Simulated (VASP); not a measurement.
# Ga (Pm-3m) in VASP: notebook

Runs on Ga. Level: LDA. Tasks: single point.

All numbers are computed with VASP 6.6.1; they aren't measurements. Logs are shortened: lines on timing, memory, paths and dates and some standing lists are left out, and cuts for length are marked.

### 1 The cell of the first run

The structure is cubic, space group Pm-3m (No. 221). Conventional cell: a = 2.659 Å, b = 2.659 Å, c = 2.659 Å, α = 90.00°, β = 90.00°, γ = 90.00°. Ga (site symmetry m-3m) has 6 Ga at 2.66 Å within 3.5 Å.

### 2 Single point, LDA (volume scaled by 1.04)

INCAR reads:

```
SYSTEM = Ga
  PREC = Accurate
  ENCUT = 520
  EDIFF = 1E-6
  ISMEAR = -1
  SIGMA = 0.1
  LREAL = .False.
  LASPH = .True.
  NELM = 100
  ALGO = Normal
  ISIF = 2
  LWAVE = .False.
  LCHARG = .True.
  GGA = CA
  LELF = .True.
  LVHAR = .True.
  NBANDS = 12
```

KPOINTS reads:

```
regular mesh
0
Gamma
  13 13 13
  0 0 0
```

POSCAR reads:

```
Ga
1.0
    2.6593978950      0.0000000000      0.0000000000
    0.0000000000      2.6593978950      0.0000000000
    0.0000000000      0.0000000000      2.6593978950
Ga
1
Direct
    0.0000000000      0.0000000000      0.0000000000
```

Potentials or basis: VASP PAW LDA potentials, release 64 (Ga_d).

On the command line:

```
> cat potpaw_LDA.64/Ga_d/POTCAR > POTCAR
> mpirun -np 1 vasp_std > vasp.out
```

OUTCAR:

```text
SYSTEM = Ga
   PREC = Accurate
   ENCUT = 520
   EDIFF = 1E-6
   ISMEAR = -1
   LREAL = .False.
   LASPH = .True.
   NELM = 100
   ISIF = 2
   GGA = CA

 ion  position               nearest neighbor table
   1  0.000  0.000  0.000-

  LATTYP: Found a simple cubic cell.
 ALAT       =     2.6593978950

  Lattice vectors:

 A1 = (   2.6593978950,   0.0000000000,   0.0000000000)
 A2 = (   0.0000000000,   2.6593978950,   0.0000000000)
 A3 = (   0.0000000000,   0.0000000000,   2.6593978950)

Analysis of symmetry for initial positions (statically):
=====================================================================
 Subroutine PRICEL returns:
 Original cell was already a primitive cell.

 Routine SETGRP: Setting up the symmetry group for a
 simple cubic supercell.

 Subroutine GETGRP returns: Found 48 space group operations
[... 9 lines left out ...]

 Routine SETGRP: Setting up the symmetry group for a
 simple cubic supercell.

 Subroutine GETGRP returns: Found 48 space group operations
[... 11 lines left out ...]
                                     Primitive cell

  volume of cell :      18.8083

  direct lattice vectors                    reciprocal lattice vectors
     2.659397895  0.000000000  0.000000000     0.376024965  0.000000000  0.000000000
     0.000000000  2.659397895  0.000000000     0.000000000  0.376024965  0.000000000
     0.000000000  0.000000000  2.659397895     0.000000000  0.000000000  0.376024965

  length of vectors
     2.659397895  2.659397895  2.659397895     0.376024965  0.376024965  0.376024965

  position of ions in fractional coordinates (direct lattice)
     0.000000000  0.000000000  0.000000000

  ion indices of the primitive-cell ions
   primitive index   ion index
                 1           1

----------------------------------------------------------------------------------------

 KPOINTS: regular mesh

Automatic generation of k-mesh.
 Grid dimensions read from file:
 generate k-points for:   13   13   13

 Generating k-lattice:

  Cartesian coordinates                     Fractional coordinates (reciprocal lattice)
     0.028924997  0.000000000  0.000000000     0.076923077  0.000000000  0.000000000
     0.000000000  0.028924997  0.000000000     0.000000000  0.076923077  0.000000000
     0.000000000  0.000000000  0.028924997     0.000000000  0.000000000  0.076923077

  Length of vectors
     0.028924997  0.028924997  0.028924997

  Shift w.r.t. Gamma in fractional coordinates (k-lattice)
     0.000000000  0.000000000  0.000000000

 Subroutine IBZKPT returns following result:
 ===========================================

 Found     84 irreducible k-points:

 Following reciprocal coordinates:
            Coordinates               Weight
  0.000000  0.000000  0.000000      1.000000
  0.076923  0.000000  0.000000      6.000000
  0.153846  0.000000  0.000000      6.000000
  0.230769  0.000000  0.000000      6.000000
  0.307692  0.000000  0.000000      6.000000
  0.384615  0.000000  0.000000      6.000000
[... 16 lines left out ...]
  0.307692  0.307692  0.000000     12.000000
  0.384615  0.307692  0.000000     24.000000
 [... further k-points ...]
   k-points           NKPTS =     84   k-points in BZ     NKDIM =     84   number of bands    NBANDS=     12
   number of dos      NEDOS =    301   number of ions     NIONS =      1
   total plane-waves  NPLWV =   8000
   dimension x,y,z NGX =    20 NGY =   20 NGZ =   20
   dimension x,y,z NGXF=    40 NGYF=   40 NGZF=   40
   ions per type =               1
   NGX,Y,Z   is equivalent  to a cutoff of  12.50, 12.50, 12.50 a.u.
   NGXF,Y,Z  is equivalent  to a cutoff of  25.01, 25.01, 25.01 a.u.
 SYSTEM =  Ga
   PREC   = accura    normal or accurate (medium, high low for compatibility)
   ISTART =      0    job   : 0-new  1-cont  2-samecut
   ICHARG =      2    charge: 1-file 2-atom 10-const
   ISPIN  =      1    spin polarized calculation?
   LNONCOLLINEAR =      F non collinear calculations
   LSORBIT =      F    spin-orbit coupling
   LASPH  =      T    aspherical Exc in radial PAW
   ENCUT  =  520.0 eV  38.22 Ry    6.18 a.u.   4.94  4.94  4.94*2*pi/ulx,y,z
   NELM   =    100;   NELMIN=  2; NELMDL= -5     # of ELM steps
   EDIFF  = 0.1E-05   stopping-criterion for ELM
   LREAL  =      F    real-space projection
   EDIFFG = 0.1E-04   stopping-criterion for IOM
   NSW    =      0    number of steps for IOM
   IBRION =     -1    ionic relax: 0-MD 1-quasi-New 2-CG
   NFREE  =      0    steps in history (QN), initial steepest desc. (CG)
   ISIF   =      2    stress and relaxation
   ISYM   =      2    0-nonsym 1-usesym 2-fastsym
   POTIM  = 0.5000    time-step for ionic-motion
   TEBEG  =    0.0;   TEEND  =   0.0 temperature during run
   PSTRESS=    0.0 pullay stress
   NELECT =      13.0000    total number of electrons
   NUPDOWN=      -1.0000    fix difference up-down
   EMIN   =  10.00;   EMAX   =-10.00  energy-range for DOS
   EFERMI =   0.00;   METHOD = LEGACY
   ISMEAR =    -1;   SIGMA  =   0.10  broadening in eV -4-tet -1-fermi 0-gaus
   EFERMI_NEDOS =   21; number of points for ismear=-14 and -15
   IALGO  =     38    algorithm
   IMIX   =      4    mixing-type and parameters
     AMIX     =   0.40;   BMIX     =  1.00
     AMIX_MAG =   1.60;   BMIX_MAG =  1.00
  volume/ion in A,a.u.               =      18.81       126.92
  Fermi-wavevector in a.u.,A,eV,Ry     =   1.447458  2.735299 28.506036  2.095135
  Thomas-Fermi vector in A             =   2.565411
   LORBIT       =      0    0 simple, 1 ext, 2 COOP (PROOUT), +10 PAW based schemes
   GGA     = CA    functional components
   LHFCALC =     F    Hartree Fock is set to
   AEXX    =    0.0000 exact exchange contribution
   IVDW    =     0    specifies the selected vdW correction
   LEPSILON=     F    determine dielectric tensor
   LRPA    =     F    only Hartree local field effects (RPA)
 non-spin polarized calculation
  energy-cutoff  :      520.00
  volume of cell :       18.81
 maximum number of plane-waves:       518
 NGX is ok and might be reduce to    20
   NGX =  9   NGY =  9   NGZ =  9

 number of electron      12.9999993 magnetization

 Free energy of the ion-electron system (eV)
  ---------------------------------------------------
  ext. energy  EPLUGINS =         0.00000000
  ---------------------------------------------------
  free energy    TOTEN  =        -3.51685475 eV

  energy without entropy =       -3.49898590  energy(sigma->0) =       -3.50792033

 E-fermi :   5.0445     XC(G=0): -11.2627

 val. band max:        5.0250260331   @ k =   0.4615   0.4615   0.0000
 cond. band min:       5.0660460230   @ k =   0.3846   0.3077   0.1538
 fundamental gap:      0.0410199900
 Fermi energy:         5.0444698469

 k-point     1 :       0.0000    0.0000    0.0000
  band No.  band energies     occupation
      1     -10.2290      2.00000
      2     -10.2290      2.00000
      3      -9.6292      2.00000
      4      -9.6292      2.00000
      5      -9.6292      2.00000
      6      -5.9539      2.00000
      7      14.3726      0.00000
      8      14.3726      0.00000
      9      14.3726      0.00000
     10      17.4430      0.00000
     11      17.4430      0.00000
     12      20.2004      0.00000

 k-point     2 :       0.0769    0.0000    0.0000
  band No.  band energies     occupation
      1     -10.2263      2.00000
      2     -10.2061      2.00000
      3      -9.6388      2.00000
      4      -9.6388      2.00000
      5      -9.6284      2.00000
      6      -5.8282      2.00000
      7      12.5755      0.00000
      8      14.5048      0.00000
      9      14.5048      0.00000
     10      17.5481      0.00000
     11      18.7011      0.00000
     12      21.0384      0.00000

 k-point     3 :       0.1538    0.0000    0.0000
  band No.  band energies     occupation
      1     -10.2188      2.00000
      2     -10.1442      2.00000
      3      -9.6653      2.00000
      4      -9.6653      2.00000
      5      -9.6262      2.00000
      6      -5.4485      2.00000
      7       9.8968      0.00000
      8      14.8948      0.00000
      9      14.8948      0.00000
     10      17.8641      0.00000
     11      19.5039      0.00000
     12      23.7890      0.00000

 k-point     4 :       0.2308    0.0000    0.0000
  band No.  band energies     occupation
      1     -10.2083      2.00000
      2     -10.0603      2.00000
      3      -9.7024      2.00000
      4      -9.7024      2.00000
      5      -9.6230      2.00000
      6      -4.8099      2.00000
      7       7.2975      0.00000
      8      15.5205      0.00000
      9      15.5205      0.00000
     10      18.3920      0.00000
     11      20.0598      0.00000
     12      27.0875      0.00000

 k-point     5 :       0.3077    0.0000    0.0000
  band No.  band energies     occupation
      1     -10.1970      2.00000
      2      -9.9753      2.00000
      3      -9.7414      2.00000
      4      -9.7414      2.00000
      5      -9.6196      2.00000
      6      -3.9136      2.00000
      7       4.8973      1.62650
      8      16.3340      0.00000
      9      16.3340      0.00000
     10      19.1306      0.00000
     11      20.6982      0.00000
     12      26.6182      0.00000
[... 228 lines left out ...]
      1     -10.0880      2.00000
      2      -9.9010      2.00000
      3      -9.7667      2.00000
      4      -9.7635      2.00000
      5      -9.6860      2.00000
      6      -1.6856      2.00000
      7       3.8315      1.99999
      8      10.3112      0.00000
      9      16.2261      0.00000
     10      18.3983      0.00000
     11      22.0674      0.00000
     12      25.9048      0.00000

 k-point    22 :       0.4615    0.2308    0.0000
  band No.  band energies     occupation
      1     -10.0807      2.00000
      2      -9.9251      2.00000
      3      -9.7810      2.00000
      4      -9.7242      2.00000
      5      -9.6839      2.00000
      6      -0.5186      2.00000
      7       2.1647      2.00000
      8      11.1632      0.00000
      9      14.9094      0.00000
     10      19.1008      0.00000
     11      23.1809      0.00000
     12      24.6558      0.00000

 k-point    23 :       0.3077    0.3077    0.0000
  band No.  band energies     occupation
      1     -10.0740      2.00000
      2      -9.9178      2.00000
      3      -9.7506      2.00000
      4      -9.7301      2.00000
      5      -9.7242      2.00000
      6      -1.9236      2.00000
      7       6.1590      0.00003
      8       7.5797      0.00000
      9      15.8995      0.00000
     10      18.3213      0.00000
     11      21.8847      0.00000
     12      27.9395      0.00000

 k-point    24 :       0.3846    0.3077    0.0000
  band No.  band energies     occupation
      1     -10.0563      2.00000
      2      -9.9664      2.00000
      3      -9.7581      2.00000
      4      -9.7229      2.00000
      5      -9.6709      2.00000
      6      -0.8273      2.00000
      7       4.5727      1.98229
      8       8.0057      0.00000
      9      14.0152      0.00000
     10      19.2325      0.00000
     11      22.8195      0.00000
     12      26.6640      0.00000

 [... further k-points ...]
[... 5 lines left out ...]
  --------------------------------------------------------------------------------------
  -------------------------------------------------------------------------------------
  Total       -0.2592474     -0.2592474     -0.2592474     -0.0000000     -0.0000000     -0.0000000
  in kB      -22.0838628    -22.0838628    -22.0838628     -0.0000000     -0.0000000     -0.0000000
  external PRESSURE =     -22.0838628 kB  Pullay stress =       0.0000000 kB

 VOLUME and BASIS-vectors are now :
 -----------------------------------------------------------------------------
  energy-cutoff  :      520.00
  volume of cell :       18.81
      direct lattice vectors                 reciprocal lattice vectors
     2.659397895  0.000000000  0.000000000     0.376024965  0.000000000  0.000000000
     0.000000000  2.659397895  0.000000000     0.000000000  0.376024965  0.000000000
     0.000000000  0.000000000  2.659397895     0.000000000  0.000000000  0.376024965

 POSITION                                       TOTAL-FORCE (eV/Angst)
 -----------------------------------------------------------------------------------
      0.00000      0.00000      0.00000         0.000000      0.000000      0.000000
 -----------------------------------------------------------------------------------
    total drift:                               -0.000000     -0.000000     -0.000000

  FREE ENERGIE OF THE ION-ELECTRON SYSTEM (eV)
  ---------------------------------------------------
  free  energy   TOTEN  =        -3.5168547508 eV

  energy  without entropy=       -3.4989859024  energy(sigma->0) =       -3.50792033
```

Run time: 5.1 s. Hardware: 1 thread of AMD EPYC 9R45 (Zen 5), shared host; peak memory 0.1 GiB.

Results:

```yaml
Free_energy: -3.5169 eV
Pressure: -2.2 GPa
```

### 3 Single point, LDA (volume scaled by 1.08)

INCAR reads:

```
SYSTEM = Ga
  ALGO = Normal
  EDIFF = 1E-6
  ENCUT = 520
  GGA = CA
  ISIF = 2
  ISMEAR = -1
  LASPH = .True.
  LCHARG = .False.
  LREAL = .False.
  LWAVE = .False.
  NBANDS = 12
  NELM = 100
  PREC = Accurate
  SIGMA = 0.1
```

KPOINTS reads:

```
k-points
0
Gamma
  13 13 13
  0 0 0
```

POSCAR reads:

```
Ga
1.0
    2.6930647335      0.0000000000      0.0000000000
    0.0000000000      2.6930647335      0.0000000000
    0.0000000000      0.0000000000      2.6930647335
Ga
1
Direct
    0.0000000000      0.0000000000      0.0000000000
```

Potentials or basis: VASP PAW LDA potentials, release 64 (Ga_d).

On the command line:

```
> cat potpaw_LDA.64/Ga_d/POTCAR > POTCAR
> mpirun -np 1 vasp_std > vasp.out
```

OUTCAR:

```text
SYSTEM = Ga
   EDIFF = 1E-6
   ENCUT = 520
   GGA = CA
   ISIF = 2
   ISMEAR = -1
   LASPH = .True.
   LREAL = .False.
   NELM = 100
   PREC = Accurate

 ion  position               nearest neighbor table
   1  0.000  0.000  0.000-

  LATTYP: Found a simple cubic cell.
 ALAT       =     2.6930647335

  Lattice vectors:

 A1 = (   2.6930647335,   0.0000000000,   0.0000000000)
 A2 = (   0.0000000000,   2.6930647335,   0.0000000000)
 A3 = (   0.0000000000,   0.0000000000,   2.6930647335)

Analysis of symmetry for initial positions (statically):
=====================================================================
 Subroutine PRICEL returns:
 Original cell was already a primitive cell.

 Routine SETGRP: Setting up the symmetry group for a
 simple cubic supercell.

 Subroutine GETGRP returns: Found 48 space group operations
[... 9 lines left out ...]

 Routine SETGRP: Setting up the symmetry group for a
 simple cubic supercell.

 Subroutine GETGRP returns: Found 48 space group operations
[... 11 lines left out ...]
                                     Primitive cell

  volume of cell :      19.5317

  direct lattice vectors                    reciprocal lattice vectors
[... 133 lines left out ...]

 val. band max:        4.6877374933   @ k =   0.3077   0.0769   0.0000
 cond. band min:       4.7434501780   @ k =   0.3846   0.3077   0.1538
 fundamental gap:      0.0557126847
 Fermi energy:         4.7190265788

 k-point     1 :       0.0000    0.0000    0.0000
  band No.  band energies     occupation
      1     -10.5037      2.00000
      2     -10.5037      2.00000
      3      -9.9548      2.00000
      4      -9.9548      2.00000
      5      -9.9548      2.00000
      6      -6.0218      2.00000
      7      13.7778      0.00000
      8      13.7778      0.00000
      9      13.7778      0.00000
     10      16.8592      0.00000
     11      16.8592      0.00000
     12      19.4061      0.00000
[... 331 lines left out ...]
 k-point    24 :       0.3846    0.3077    0.0000
  band No.  band energies     occupation
      1     -10.3440      2.00000
      2     -10.2598      2.00000
      3     -10.0725      2.00000
      4     -10.0404      2.00000
      5      -9.9905      2.00000
      6      -1.0600      2.00000
      7       4.2656      1.97876
      8       7.5542      0.00000
      9      13.5233      0.00000
     10      18.4295      0.00000
     11      22.0995      0.00000
     12      25.8461      0.00000

 [... further k-points ...]
[... 5 lines left out ...]
  --------------------------------------------------------------------------------------
  -------------------------------------------------------------------------------------
  Total       -0.4856667     -0.4856667     -0.4856667     -0.0000000      0.0000000     -0.0000000
  in kB      -39.8390119    -39.8390119    -39.8390119     -0.0000000      0.0000000     -0.0000000
  external PRESSURE =     -39.8390119 kB  Pullay stress =       0.0000000 kB

 VOLUME and BASIS-vectors are now :
 -----------------------------------------------------------------------------
  energy-cutoff  :      520.00
  volume of cell :       19.53
      direct lattice vectors                 reciprocal lattice vectors
     2.693064733  0.000000000  0.000000000     0.371324160  0.000000000  0.000000000
     0.000000000  2.693064733  0.000000000     0.000000000  0.371324160  0.000000000
     0.000000000  0.000000000  2.693064733     0.000000000  0.000000000  0.371324160

 POSITION                                       TOTAL-FORCE (eV/Angst)
 -----------------------------------------------------------------------------------
      0.00000      0.00000      0.00000         0.000000      0.000000      0.000000
 -----------------------------------------------------------------------------------
    total drift:                               -0.000000     -0.000000     -0.000000

  FREE ENERGIE OF THE ION-ELECTRON SYSTEM (eV)
  ---------------------------------------------------
  free  energy   TOTEN  =        -3.5038472618 eV

  energy  without entropy=       -3.4851055397  energy(sigma->0) =       -3.49447640
```

OSZICAR:

```text
N       E                     dE             d eps       ncg     rms          rms(c)
DAV:   1     0.441944401185E+02    0.44194E+02   -0.66863E+03  2136   0.186E+03
DAV:   2    -0.120140166113E+01   -0.45396E+02   -0.43854E+02  2112   0.262E+02
DAV:   3    -0.351504818607E+01   -0.23136E+01   -0.23078E+01  2312   0.478E+01
DAV:   4    -0.353654871505E+01   -0.21501E-01   -0.21497E-01  2240   0.486E+00
DAV:   5    -0.353680044158E+01   -0.25173E-03   -0.25172E-03  2388   0.504E-01    0.956E-01
DAV:   6    -0.350938800943E+01    0.27412E-01   -0.49898E-02  2508   0.434E+00    0.452E-01
DAV:   7    -0.350446780048E+01    0.49202E-02   -0.65703E-03  2652   0.128E+00    0.138E-01
DAV:   8    -0.350384717202E+01    0.62063E-03   -0.70938E-04  2424   0.461E-01    0.118E-02
DAV:   9    -0.350384726184E+01   -0.89815E-07   -0.68308E-06  2408   0.277E-02
   1 F= -.35038473E+01 E0= -.34944764E+01  d E =-.187417E-01
```

Wall time 4.8 s (1 thread of AMD EPYC 9R45 (Zen 5), shared host); peak memory 0.1 GiB.

What came out:

| Property | Result |
| --- | --- |
| Free energy | -3.5038 eV |
| Pressure | -4.0 GPa |

(Continued in part 2 of 2.)
